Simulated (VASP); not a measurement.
# BaTiO3 (Pm-3m) in VASP: settings compared

BaTiO3 is run at these levels: PBE, r2SCAN, PBEsol; tasks: single point, relaxation of cell and atoms.

Everything below comes from runs of VASP 6.6.1. Logs are shortened: lines on timing, memory, paths and dates and some standing lists are left out, and cuts for length are marked.

## Step 1: The cell of the first run

Symmetry: Pm-3m, No. 221, cubic system. The conventional cell has a = 4.019 Å, b = 4.019 Å, c = 4.019 Å, α = 90.00°, β = 90.00°, γ = 90.00°. Within 3.7 Å of Ba (site symmetry m-3m) lie 12 O at 2.84 Å and 8 Ti at 3.48 Å. Ti (site symmetry m-3m) has 6 O at 2.01 Å within 2.7 Å. O (site symmetry 4/mmm) has 2 Ti at 2.01 Å within 2.7 Å.

## Step 2: Single point, PBE

Input file INCAR:

```
  PREC = Accurate
  ENCUT = 520
  EDIFF = 1E-7
  ISMEAR = -1
  SIGMA = 0.02
  LREAL = F
  LASPH = T
  NELM = 60
  ALGO = Normal
  ISIF = 2
  LWAVE = F
  LCHARG = F
  GGA = PE
  NBANDS = 28
```

Input file KPOINTS:

```
regular mesh
0
Gamma
  6 6 6
```

Input file POSCAR:

```
BaTiO3
1.0
    4.0192506699      0.0000000000      0.0000000000
    0.0000000000      4.0192506699      0.0000000000
    0.0000000000      0.0000000000      4.0192506699
Ba Ti O
1 1 3
Direct
    0.5000000000      0.5000000000      0.5000000000
    0.0000000000      0.0000000000      0.0000000000
    0.5000000000      0.0000000000      0.0000000000
    0.0000000000      0.5000000000      0.0000000000
    0.0000000000      0.0000000000      0.5000000000
```

Potentials or basis: VASP PAW PBE potentials, release 64 (Ba_sv, Ti_sv, O).

Run with:

```
> cat potpaw_PBE.64/Ba_sv/POTCAR potpaw_PBE.64/Ti_sv/POTCAR potpaw_PBE.64/O/POTCAR > POTCAR
> mpirun -np 1 vasp_std > vasp.out
```

OUTCAR:

```text
PREC = Accurate
   ENCUT = 520
   EDIFF = 1E-7
   ISMEAR = -1
   LREAL = F
   LASPH = T
   NELM = 60
   ISIF = 2
   GGA = PE

 ion  position               nearest neighbor table
   1  0.500  0.500  0.500-   3 2.84   4 2.84   5 2.84   3 2.84   4 2.84   3 2.84   5 2.84   3 2.84
                             4 2.84   5 2.84   4 2.84   5 2.84   2 3.48   2 3.48   2 3.48   2 3.48
   2  0.000  0.000  0.000-   3 2.01   4 2.01   5 2.01   5 2.01   4 2.01   3 2.01   1 3.48   1 3.48
                             1 3.48   1 3.48   1 3.48   1 3.48   1 3.48   1 3.48
   3  0.500  0.000  0.000-   2 2.01   2 2.01   1 2.84   1 2.84   1 2.84   1 2.84
   4  0.000  0.500  0.000-   2 2.01   2 2.01   1 2.84   1 2.84   1 2.84   1 2.84
   5  0.000  0.000  0.500-   2 2.01   2 2.01   1 2.84   1 2.84   1 2.84   1 2.84

  LATTYP: Found a simple cubic cell.
 ALAT       =     4.0192506699

  Lattice vectors:

 A1 = (   4.0192506699,   0.0000000000,   0.0000000000)
 A2 = (   0.0000000000,   4.0192506699,   0.0000000000)
 A3 = (   0.0000000000,   0.0000000000,   4.0192506699)

Analysis of symmetry for initial positions (statically):
=====================================================================
 Subroutine PRICEL returns:
 Original cell was already a primitive cell.

 Routine SETGRP: Setting up the symmetry group for a
 simple cubic supercell.

 Subroutine GETGRP returns: Found 48 space group operations
 (whereof 48 operations were pure point group operations)
 out of a pool of 48 trial point group operations.

The static configuration has the point symmetry O_h .

Analysis of symmetry for dynamics (positions and initial velocities):
=====================================================================
 Subroutine PRICEL returns:
 Original cell was already a primitive cell.

 Routine SETGRP: Setting up the symmetry group for a
 simple cubic supercell.

 Subroutine GETGRP returns: Found 48 space group operations
 (whereof 48 operations were pure point group operations)
 out of a pool of 48 trial point group operations.

The dynamic configuration has the point symmetry O_h .

 Subroutine INISYM returns: Found 48 space group operations
 (whereof 48 operations are pure point group operations),
 and found     1 'primitive' translations

----------------------------------------------------------------------------------------

                                     Primitive cell

[... 91 lines left out ...]
   EDIFF  = 0.1E-06   stopping-criterion for ELM
   LREAL  =      F    real-space projection
   EDIFFG = 0.1E-05   stopping-criterion for IOM
   NSW    =      0    number of steps for IOM
   IBRION =     -1    ionic relax: 0-MD 1-quasi-New 2-CG
   NFREE  =      0    steps in history (QN), initial steepest desc. (CG)
   ISIF   =      2    stress and relaxation
   ISYM   =      2    0-nonsym 1-usesym 2-fastsym
   POTIM  = 0.5000    time-step for ionic-motion
   TEBEG  =    0.0;   TEEND  =   0.0 temperature during run
   PSTRESS=    0.0 pullay stress
   NELECT =      40.0000    total number of electrons
   NUPDOWN=      -1.0000    fix difference up-down
   EMIN   =  10.00;   EMAX   =-10.00  energy-range for DOS
   EFERMI =   0.00;   METHOD = LEGACY
   ISMEAR =    -1;   SIGMA  =   0.02  broadening in eV -4-tet -1-fermi 0-gaus
   EFERMI_NEDOS =   21; number of points for ismear=-14 and -15
   IALGO  =     38    algorithm
   IMIX   =      4    mixing-type and parameters
     AMIX     =   0.40;   BMIX     =  1.00
     AMIX_MAG =   1.60;   BMIX_MAG =  1.00
  volume/ion in A,a.u.               =      12.99        87.63
  Fermi-wavevector in a.u.,A,eV,Ry     =   1.392996  2.632380 26.401244  1.940437
  Thomas-Fermi vector in A             =   2.516684
   LORBIT       =      0    0 simple, 1 ext, 2 COOP (PROOUT), +10 PAW based schemes
   GGA     = PE    functional components
   LHFCALC =     F    Hartree Fock is set to
   AEXX    =    0.0000 exact exchange contribution
   IVDW    =     0    specifies the selected vdW correction
   LEPSILON=     F    determine dielectric tensor
   LRPA    =     F    only Hartree local field effects (RPA)
 non-spin polarized calculation
  energy-cutoff  :      520.00
  volume of cell :       64.93
 maximum number of plane-waves:      1775
 NGX is ok and might be reduce to    30
   NGX = 15   NGY = 15   NGZ = 15

 number of electron      39.9999976 magnetization

 Free energy of the ion-electron system (eV)
  ---------------------------------------------------
  ext. energy  EPLUGINS =         0.00000000
  ---------------------------------------------------
  free energy    TOTEN  =       -39.98116460 eV

  energy without entropy =      -39.98116460  energy(sigma->0) =      -39.98116460

 E-fermi :   4.1958     XC(G=0): -11.1943

 val. band max:        3.7379566825   @ k =   0.5000   0.5000   0.5000
 cond. band min:       5.4565892783   @ k =   0.0000   0.0000   0.0000
 fundamental gap:      1.7186325958
 Fermi energy:         4.1957676164

 k-point     1 :       0.0000    0.0000    0.0000
  band No.  band energies     occupation
      1     -52.9541      2.00000
      2     -29.1583      2.00000
      3     -29.1583      2.00000
      4     -29.1583      2.00000
      5     -21.1053      2.00000
      6     -13.1261      2.00000
[... 609 lines left out ...]
     27      11.2719      0.00000
     28      11.2719      0.00000

------------------------ aborting loop because EDIFF is reached ----------------------------------------

  FORCE on cell =-STRESS in cart. coord.  units (eV):
  Direction    XX          YY          ZZ          XY          YZ          ZX
  --------------------------------------------------------------------------------------
  -------------------------------------------------------------------------------------
  Total        0.7000123      0.7000123      0.7000123     -0.0000000     -0.0000000      0.0000000
  in kB       17.2735259     17.2735259     17.2735259     -0.0000000     -0.0000000      0.0000000
  external PRESSURE =      17.2735259 kB  Pullay stress =       0.0000000 kB

 VOLUME and BASIS-vectors are now :
 -----------------------------------------------------------------------------
  energy-cutoff  :      520.00
  volume of cell :       64.93
      direct lattice vectors                 reciprocal lattice vectors
     4.019250670  0.000000000  0.000000000     0.248802596  0.000000000  0.000000000
     0.000000000  4.019250670  0.000000000     0.000000000  0.248802596  0.000000000
     0.000000000  0.000000000  4.019250670     0.000000000  0.000000000  0.248802596

 POSITION                                       TOTAL-FORCE (eV/Angst)
 -----------------------------------------------------------------------------------
      2.00963      2.00963      2.00963         0.000000      0.000000      0.000000
      0.00000      0.00000      0.00000         0.000000      0.000000      0.000000
      2.00963      0.00000      0.00000         0.000000      0.000000      0.000000
      0.00000      2.00963      0.00000         0.000000      0.000000      0.000000
      0.00000      0.00000      2.00963         0.000000      0.000000      0.000000
 -----------------------------------------------------------------------------------
    total drift:                                0.000000     -0.000000      0.000000

  FREE ENERGIE OF THE ION-ELECTRON SYSTEM (eV)
  ---------------------------------------------------
  free  energy   TOTEN  =       -39.9811646028 eV

  energy  without entropy=      -39.9811646028  energy(sigma->0) =      -39.98116460
```

OSZICAR:

```text
N       E                     dE             d eps       ncg     rms          rms(c)
DAV:   1     0.421560124672E+03    0.42156E+03   -0.20569E+04  1120   0.150E+03
DAV:   2    -0.883414716207E+01   -0.43039E+03   -0.41067E+03  1304   0.413E+02
DAV:   3    -0.490229223561E+02   -0.40189E+02   -0.39843E+02  1316   0.129E+02
DAV:   4    -0.510074854201E+02   -0.19846E+01   -0.19793E+01  1744   0.255E+01
DAV:   5    -0.510482959970E+02   -0.40811E-01   -0.40794E-01  1432   0.341E+00    0.226E+01
DAV:   6    -0.402528773633E+02    0.10795E+02   -0.57193E+01  1512   0.654E+01    0.986E+00
DAV:   7    -0.401542476916E+02    0.98630E-01   -0.10132E+01  1420   0.230E+01    0.646E+00
DAV:   8    -0.399763671237E+02    0.17788E+00   -0.67117E-01  1380   0.696E+00    0.344E+00
DAV:   9    -0.400185224226E+02   -0.42155E-01   -0.39626E-01  1580   0.533E+00    0.176E+00
DAV:  10    -0.399879068179E+02    0.30616E-01   -0.23389E-01  1296   0.489E+00    0.643E-01
DAV:  11    -0.399811227734E+02    0.67840E-02   -0.25981E-02  1548   0.116E+00    0.132E-01
DAV:  12    -0.399813468390E+02   -0.22407E-03   -0.20899E-03  1372   0.391E-01    0.132E-01
DAV:  13    -0.399811661403E+02    0.18070E-03   -0.72588E-04  1256   0.288E-01    0.202E-02
DAV:  14    -0.399811642060E+02    0.19343E-05   -0.29320E-05  1336   0.403E-02    0.125E-02
DAV:  15    -0.399811646663E+02   -0.46025E-06   -0.57348E-06  1368   0.174E-02    0.258E-03
DAV:  16    -0.399811646028E+02    0.63505E-07   -0.32046E-07  1284   0.451E-03
   1 F= -.39981165E+02 E0= -.39981165E+02  d E =-.269731E-11
```

Run time: 75 s. Hardware: 1 thread of Intel Xeon 8259CL, shared host; peak memory 0.19 GiB.

What came out:

| Quantity | Value |
| --- | --- |
| Free energy | -39.9812 eV |
| Pressure | 1.7 GPa |
| Band gap on the k mesh | 1.72 eV (least direct gap 1.88 eV) |

Levels at points of the mesh, in eV from the valence-band top:
```csv
k point,band 17,band 18,band 19,band 20,band 21,band 22,band 23,band 24
"(0.00, 0.00, 0.00)",-1.07,-0.16,-0.16,-0.16,1.72,1.72,1.72,3.82
"(0.50, 0.00, 0.00)",-1.81,-1.81,-0.71,-0.71,1.87,3.42,3.42,3.82
"(0.50, 0.50, 0.00)",-1.73,-0.88,-0.88,-0.09,3.43,3.43,3.84,4.65
"(0.50, 0.50, 0.50)",-2.41,0.00,0.00,0.00,4.08,4.08,4.08,6.67
```

Caveat: spin-orbit coupling is left out, which moves the levels of the heavy elements. A k mesh can miss the band edges.

[end of part 1 of 3]
